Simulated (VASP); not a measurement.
Set up this calculation in VASP 6.6.1, as the native input.

| Item | Value |
| --- | --- |
| Task | relaxation of cell and atoms |
| Functional | PBEsol |
| Potentials or basis | VASP PAW PBE potentials, release 64 (Al, N) |
| Cutoff | 600 eV |
| k mesh | 12 × 12 × 6 |
| Occupations | gaussian, width 0.02 eV |
| Spin | no spin polarisation |
| Dipole correction | no |
| Further INCAR settings | ALGO = Normal; EDIFF = 1e-06; IBRION = 2; EDIFFG = -0.005; NSW = 100; ISIF = 3 |

The structure of AlN lies in POSCAR:

```
AlN
1.0
    3.1285881400      0.0000000000      0.0000000000
   -1.5642940700      2.7094368000      0.0000000000
    0.0000000000      0.0000000000      5.0169550000
Al N
2 2
Direct
    0.6666666700      0.3333333300      0.4992870000
    0.3333333300      0.6666666700      0.9992870000
    0.6666666700      0.3333333300      0.8807130000
    0.3333333300      0.6666666700      0.3807130000
```

These files were run (other wordings do the same):

INCAR

```
SYSTEM = AlN
ALGO = Normal
EDIFF = 1E-6
EDIFFG = -0.005
ENCUT = 600
GGA = PS
IBRION = 2
ISIF = 3
ISMEAR = 0
LASPH = .TRUE.
LCHARG = .FALSE.
LREAL = .FALSE.
LWAVE = .FALSE.
NELM = 100
NSW = 100
PREC = Accurate
SIGMA = 0.02
```

KPOINTS

```
k-points
0
G
  12 12 6
  0 0 0
```

Potentials or basis: VASP PAW PBE potentials, release 64 (Al, N).

Command:

```bash
$ cat potpaw_PBE.64/Al/POTCAR potpaw_PBE.64/N/POTCAR > POTCAR
$ mpirun -np 1 vasp_std > vasp.out
```

Results of the run:

| Property | Result |
| --- | --- |
| Relaxed volume | 10.45 Å³/atom |
| Relaxed cell | a = 3.113 Å, b = 3.113 Å, c = 4.982 Å, α = 90.00°, β = 90.00°, γ = 120.00° |
| Space group after relaxing (to 0.05 Å) | P6_3mc (No. 186) |
| Energy gained by relaxing | 1.9 meV/atom |
| Ionic steps | 8 |
| Pressure after relaxing | 0.0 GPa |
| Band gap on the k mesh | 4.12 eV, direct |

Caveat: the PAW data sets were made with another functional, which shifts forces and pressure a little.

Wall time 58 s on 1 thread of Intel(R) Xeon(R) 6975P-C (Granite Rapids) (shared host), peak memory 0.2 GiB.
